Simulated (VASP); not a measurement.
# BiTe (Cm) in VASP: a series of runs

The runs below take BiTe through single point, with PBE.

All numbers are computed with VASP 6.6.1; they aren't measurements. Logs are shortened: lines on timing, memory, paths and dates and some standing lists are left out, and cuts for length are marked.

## 1. The cell of the first run

Symmetry: Cm, No. 8, monoclinic system. Conventional cell: a = 7.200 Å, b = 4.845 Å, c = 4.339 Å, α = 90.00°, β = 117.00°, γ = 90.00°. Within 3.9 Å of Bi (site symmetry m) lie 6 Te at 2.98 to 3.56 Å. Within 3.9 Å of Te (site symmetry m) lie 6 Bi at 2.98 to 3.56 Å.

## 2. Single point, PBE

Input file INCAR:

```
ALGO = Normal ; EDIFF = 1E-6
ENCUT = 520 ; GGA = PE
ISIF = 2 ; ISMEAR = 0
LASPH = T ; LCHARG = F
LREAL = F ; LWAVE = F
NBANDS = 18 ; NELM = 60
PREC = Accurate ; SIGMA = 0.15
```

Input file KPOINTS:

```
k-points
0
Gamma
  12 12 12
```

Input file POSCAR:

```
BiTe
1.0
    2.4227077728      1.3987509848      3.3172919545
   -2.4227077728      1.3987509848      3.3172919545
    0.0000000000     -2.7975019696      3.3172919545
Bi Te
1 1
Direct
    0.3991797461      0.5000000000      0.5000000000
    0.0000000000      0.0000000000      0.0000000000
```

Potentials or basis: VASP PAW PBE potentials, release 64 (Bi_d, Te).

Command:

```
cat potpaw_PBE.64/Bi_d/POTCAR potpaw_PBE.64/Te/POTCAR > POTCAR
mpirun -np 1 vasp_std > vasp.out
```

OUTCAR:

```text
EDIFF = 1E-6
   ENCUT = 520
   GGA = PE
   ISIF = 2
   ISMEAR = 0
   LASPH = T
   LREAL = F
   NELM = 60
   PREC = Accurate

 ion  position               nearest neighbor table
   1  0.399  0.500  0.500-   2 2.98   2 2.98   2 3.21   2 3.35   2 3.56   2 3.56
   2  0.000  0.000  0.000-   1 2.98   1 2.98   1 3.21   1 3.35   1 3.56   1 3.56

  LATTYP: Found a trigonal (rhomboedric) cell.
 ALAT       =     4.3394058558
 COS(alpha) =     0.3765932224

  Lattice vectors:

 A1 = (   2.4227077728,   1.3987509848,   3.3172919545)
 A2 = (  -2.4227077728,   1.3987509848,   3.3172919545)
 A3 = (   0.0000000000,  -2.7975019696,   3.3172919545)

Analysis of symmetry for initial positions (statically):
=====================================================================
 Subroutine PRICEL returns:
 Original cell was already a primitive cell.

 Routine SETGRP: Setting up the symmetry group for a
 trigonal (rhombohedral) supercell.

 Subroutine GETGRP returns: Found  2 space group operations
 (whereof  2 operations were pure point group operations)
 out of a pool of 12 trial point group operations.

The static configuration has the point symmetry C_1h.

Analysis of symmetry for dynamics (positions and initial velocities):
=====================================================================
 Subroutine PRICEL returns:
 Original cell was already a primitive cell.

 Routine SETGRP: Setting up the symmetry group for a
 trigonal (rhombohedral) supercell.

 Subroutine GETGRP returns: Found  2 space group operations
 (whereof  2 operations were pure point group operations)
 out of a pool of 12 trial point group operations.

The dynamic configuration has the point symmetry C_1h.

 Subroutine INISYM returns: Found  2 space group operations
 (whereof  2 operations are pure point group operations),
 and found     1 'primitive' translations

----------------------------------------------------------------------------------------

                                     Primitive cell

  volume of cell :      67.4491

  direct lattice vectors                    reciprocal lattice vectors
     2.422707773  1.398750985  3.317291954     0.206380648  0.119153923  0.100483568
    -2.422707773  1.398750985  3.317291954    -0.206380648  0.119153923  0.100483568
     0.000000000 -2.797501970  3.317291954     0.000000000 -0.238307845  0.100483568

  length of vectors
     4.339405856  4.339405856  4.339405856     0.258626326  0.258626326  0.258626326

  position of ions in fractional coordinates (direct lattice)
     0.399179746  0.500000000  0.500000000
     0.000000000  0.000000000  0.000000000

  ion indices of the primitive-cell ions
   primitive index   ion index
                 1           1
                 2           2

----------------------------------------------------------------------------------------

 KPOINTS: k-points

Automatic generation of k-mesh.
 Grid dimensions read from file:
 generate k-points for:   12   12   12

 Generating k-lattice:

  Cartesian coordinates                     Fractional coordinates (reciprocal lattice)
     0.017198387  0.009929494  0.008373631     0.083333333 -0.000000000  0.000000000
    -0.017198387  0.009929494  0.008373631    -0.000000000  0.083333333  0.000000000
     0.000000000 -0.019858987  0.008373631     0.000000000  0.000000000  0.083333333

  Length of vectors
     0.021552194  0.021552194  0.021552194

  Shift w.r.t. Gamma in fractional coordinates (k-lattice)
     0.000000000  0.000000000  0.000000000

 Subroutine IBZKPT returns following result:
 ===========================================

 Found    476 irreducible k-points:

 Following reciprocal coordinates:
            Coordinates               Weight
  0.000000  0.000000  0.000000      1.000000
  0.083333 -0.000000  0.000000      2.000000
 -0.000000  0.083333  0.000000      4.000000
  0.166667 -0.000000  0.000000      2.000000
 -0.000000  0.166667  0.000000      4.000000
  0.250000 -0.000000  0.000000      2.000000
[... 16 lines left out ...]
 -0.000000  0.333333  0.083333      4.000000
 -0.083333 -0.333333  0.000000      4.000000
 [... further k-points ...]
   k-points           NKPTS =    476   k-points in BZ     NKDIM =    476   number of bands    NBANDS=     18
   number of dos      NEDOS =    301   number of ions     NIONS =      2
   total plane-waves  NPLWV =  32768
   dimension x,y,z NGX =    32 NGY =   32 NGZ =   32
   dimension x,y,z NGXF=    64 NGYF=   64 NGZF=   64
   ions per type =               1   1
   NGX,Y,Z   is equivalent  to a cutoff of  12.26, 12.26, 12.26 a.u.
   NGXF,Y,Z  is equivalent  to a cutoff of  24.52, 24.52, 24.52 a.u.
 SYSTEM =  unknown system
   PREC   = accura    normal or accurate (medium, high low for compatibility)
   ISTART =      0    job   : 0-new  1-cont  2-samecut
   ICHARG =      2    charge: 1-file 2-atom 10-const
   ISPIN  =      1    spin polarized calculation?
   LNONCOLLINEAR =      F non collinear calculations
   LSORBIT =      F    spin-orbit coupling
   LASPH  =      T    aspherical Exc in radial PAW
   ENCUT  =  520.0 eV  38.22 Ry    6.18 a.u.   8.07  8.07  8.07*2*pi/ulx,y,z
   NELM   =     60;   NELMIN=  2; NELMDL= -5     # of ELM steps
   EDIFF  = 0.1E-05   stopping-criterion for ELM
   LREAL  =      F    real-space projection
   EDIFFG = 0.1E-04   stopping-criterion for IOM
   NSW    =      0    number of steps for IOM
   IBRION =     -1    ionic relax: 0-MD 1-quasi-New 2-CG
   NFREE  =      0    steps in history (QN), initial steepest desc. (CG)
   ISIF   =      2    stress and relaxation
   ISYM   =      2    0-nonsym 1-usesym 2-fastsym
   POTIM  = 0.5000    time-step for ionic-motion
   TEBEG  =    0.0;   TEEND  =   0.0 temperature during run
   PSTRESS=    0.0 pullay stress
   NELECT =      21.0000    total number of electrons
   NUPDOWN=      -1.0000    fix difference up-down
   EMIN   =  10.00;   EMAX   =-10.00  energy-range for DOS
   EFERMI =   0.00;   METHOD = LEGACY
   ISMEAR =     0;   SIGMA  =   0.15  broadening in eV -4-tet -1-fermi 0-gaus
   EFERMI_NEDOS =   21; number of points for ismear=-14 and -15
   IALGO  =     38    algorithm
   IMIX   =      4    mixing-type and parameters
     AMIX     =   0.40;   BMIX     =  1.00
     AMIX_MAG =   1.60;   BMIX_MAG =  1.00
  volume/ion in A,a.u.               =      33.72       227.58
  Fermi-wavevector in a.u.,A,eV,Ry     =   1.109573  2.096789 16.750837  1.231152
  Thomas-Fermi vector in A             =   2.246114
   LORBIT       =      0    0 simple, 1 ext, 2 COOP (PROOUT), +10 PAW based schemes
   GGA     = PE    functional components
   LHFCALC =     F    Hartree Fock is set to
   AEXX    =    0.0000 exact exchange contribution
   IVDW    =     0    specifies the selected vdW correction
   LEPSILON=     F    determine dielectric tensor
   LRPA    =     F    only Hartree local field effects (RPA)
 non-spin polarized calculation
 Gauss-broadening in eV      SIGMA  =   0.15
  energy-cutoff  :      520.00
  volume of cell :       67.45
 maximum number of plane-waves:      1832
   NGX = 17   NGY = 17   NGZ = 17

 number of electron      21.0000003 magnetization

 Free energy of the ion-electron system (eV)
  ---------------------------------------------------
  ext. energy  EPLUGINS =         0.00000000
  ---------------------------------------------------
  free energy    TOTEN  =        -7.02162500 eV

  energy without entropy =       -7.00737472  energy(sigma->0) =       -7.01449986

 E-fermi :   6.8617     XC(G=0):  -9.4489

 val. band max:        6.8612847629   @ k =  -0.3333   0.2500  -0.1667
 cond. band min:       6.8660395273   @ k =  -0.2500   0.1667   0.0000
 fundamental gap:      0.0047547643
 Fermi energy:         6.8616751158

 k-point     1 :       0.0000    0.0000    0.0000
  band No.  band energies     occupation
      1     -16.5207      2.00000
      2     -16.5184      2.00000
      3     -16.5051      2.00000
      4     -16.4753      2.00000
      5     -16.4639      2.00000
      6      -6.9665      2.00000
[... 10 lines left out ...]
     17      13.3089      0.00000
     18      13.6078      0.00000

 k-point     2 :       0.0833   -0.0000    0.0000
  band No.  band energies     occupation
      1     -16.5207      2.00000
      2     -16.5185      2.00000
      3     -16.5051      2.00000
      4     -16.4748      2.00000
      5     -16.4638      2.00000
      6      -6.9134      2.00000
[... 10 lines left out ...]
     17      13.2914      0.00000
     18      14.0075      0.00000

 k-point     3 :      -0.0000    0.0833    0.0000
  band No.  band energies     occupation
      1     -16.5207      2.00000
      2     -16.5185      2.00000
      3     -16.5046      2.00000
      4     -16.4753      2.00000
      5     -16.4638      2.00000
      6      -6.9059      2.00000
[... 10 lines left out ...]
     17      13.2817      0.00000
     18      13.7651      0.00000

 k-point     4 :       0.1667   -0.0000    0.0000
  band No.  band energies     occupation
      1     -16.5207      2.00000
      2     -16.5190      2.00000
      3     -16.5052      2.00000
      4     -16.4735      2.00000
      5     -16.4633      2.00000
      6      -6.7569      2.00000
[... 375 lines left out ...]
      4     -16.4705      2.00000
      5     -16.4612      2.00000
      6      -6.2391      2.00000
[... 10 lines left out ...]
     17      15.5066      0.00000
     18      16.3799      0.00000

 k-point    23 :      -0.0000    0.3333    0.0833
  band No.  band energies     occupation
      1     -16.5223      2.00000
      2     -16.5191      2.00000
      3     -16.4992      2.00000
      4     -16.4757      2.00000
      5     -16.4619      2.00000
      6      -6.1241      2.00000
[... 10 lines left out ...]
     17      15.1160      0.00000
     18      16.2376      0.00000

 k-point    24 :      -0.0833   -0.3333    0.0000
  band No.  band energies     occupation
      1     -16.5223      2.00000
      2     -16.5185      2.00000
      3     -16.5006      2.00000
      4     -16.4742      2.00000
      5     -16.4624      2.00000
      6      -6.0899      2.00000
[... 10 lines left out ...]
     17      15.0505      0.00000
     18      16.1837      0.00000

 [... further k-points ...]
[... 5 lines left out ...]
  --------------------------------------------------------------------------------------
  -------------------------------------------------------------------------------------
  Total        0.9050530      1.7347100      0.6329219     -0.7185040      0.0281769      0.0488037
  in kB       21.4985021     41.2060588     15.0343394    -17.0672447      0.6693103      1.1592774
  external PRESSURE =      25.9129668 kB  Pullay stress =       0.0000000 kB

 VOLUME and BASIS-vectors are now :
 -----------------------------------------------------------------------------
  energy-cutoff  :      520.00
  volume of cell :       67.45
      direct lattice vectors                 reciprocal lattice vectors
     2.422707773  1.398750985  3.317291954     0.206380648  0.119153923  0.100483568
    -2.422707773  1.398750985  3.317291954    -0.206380648  0.119153923  0.100483568
     0.000000000 -2.797501970  3.317291954     0.000000000 -0.238307845  0.100483568

 POSITION                                       TOTAL-FORCE (eV/Angst)
 -----------------------------------------------------------------------------------
     -0.24426     -0.14102      4.64149         0.554979      0.320417      0.507837
      0.00000      0.00000      0.00000        -0.554979     -0.320417     -0.507837
 -----------------------------------------------------------------------------------
    total drift:                               -0.000214     -0.000124      0.000136

  FREE ENERGIE OF THE ION-ELECTRON SYSTEM (eV)
  ---------------------------------------------------
  free  energy   TOTEN  =        -7.0216250007 eV

  energy  without entropy=       -7.0073747244  energy(sigma->0) =       -7.01449986
```

It took 2.2 min on 1 thread of Intel Xeon Platinum 8488C (Sapphire Rapids), shared host; peak memory 0.63 GiB.

What came out:

```
Free energy   : -7.0216 eV
Pressure      : 2.6 GPa
Largest force : 0.818 eV/Å
```

Forces on the atoms (eV/Å):
```
Bi   0.555  0.320  0.508
Te  -0.555 -0.320 -0.508
```

Caveat: the cell differs from its parent crystal (all Bi atoms moved +0.438 Å, as atom 1 towards its neighbour atom 1 (Bi) at 4.339 Å); spin-orbit coupling is left out, which moves the levels of the heavy elements.

## 3. Single point, PBE

Input file INCAR:

```
PREC = Accurate
ENCUT = 520
EDIFF = 1E-6
ISMEAR = 0
SIGMA = 0.15
LREAL = F
LASPH = T
NELM = 60
ALGO = Normal
ISIF = 2
LWAVE = F
LCHARG = F
GGA = PE
NBANDS = 18
```

Input file KPOINTS:

```
Automatic mesh
0
Gamma
  12 12 12
```

Changes to POSCAR since step 2:

```diff
@@ -8,3 +8,3 @@
 Direct
-    0.3991797461      0.5000000000      0.5000000000
+    0.4279855330      0.5000000000      0.5000000000
     0.0000000000      0.0000000000      0.0000000000
```

Potentials or basis: VASP PAW PBE potentials, release 64 (Bi_d, Te).

Command:

```
cat potpaw_PBE.64/Bi_d/POTCAR potpaw_PBE.64/Te/POTCAR > POTCAR
mpirun -np 1 vasp_std > vasp.out
```

Wall time 2.3 min (1 thread of Intel Xeon Platinum 8488C (Sapphire Rapids), shared host); peak memory 0.63 GiB.

Results (log left out):

```yaml
Free_energy: -7.1056 eV
Pressure: 1.3 GPa
Largest_force: 0.570 eV/Å
```

Forces on the atoms (eV/Å):
```
Bi   0.397  0.229  0.339
Te  -0.397 -0.229 -0.339
```

Stress tensor (GPa, compression positive):
```
 1.08 -0.82  0.07
-0.82  2.03  0.04
 0.07  0.04  0.70
```

Levels at points of the mesh, in eV from the Fermi level:
```tsv
k point	band 8	band 9	band 10	band 11	band 12	band 13
(0.00, 0.00, 0.00)	-3.22	-2.90	-1.70	1.57	1.90	2.52
(0.50, 0.00, 0.00)	-2.50	-2.10	-1.50	-0.67	-0.21	0.28
(0.00, 0.50, 0.00)	-2.32	-2.06	-1.37	-0.97	-0.23	0.62
(0.50, 0.50, 0.00)	-5.58	-4.54	-3.42	1.79	3.14	3.82
(0.00, 0.50, 0.50)	-5.71	-4.73	-3.23	1.41	3.62	3.83
(0.50, 0.50, 0.50)	-3.03	-2.80	-2.44	-1.41	-1.13	-0.80
```

Caveat: the cell differs from its parent crystal (all Bi atoms moved +0.312 Å, as atom 1 towards its neighbour atom 1 (Bi) at 4.339 Å); spin-orbit coupling is left out, which moves the levels of the heavy elements.

(Part 1 of 2 ends here.)
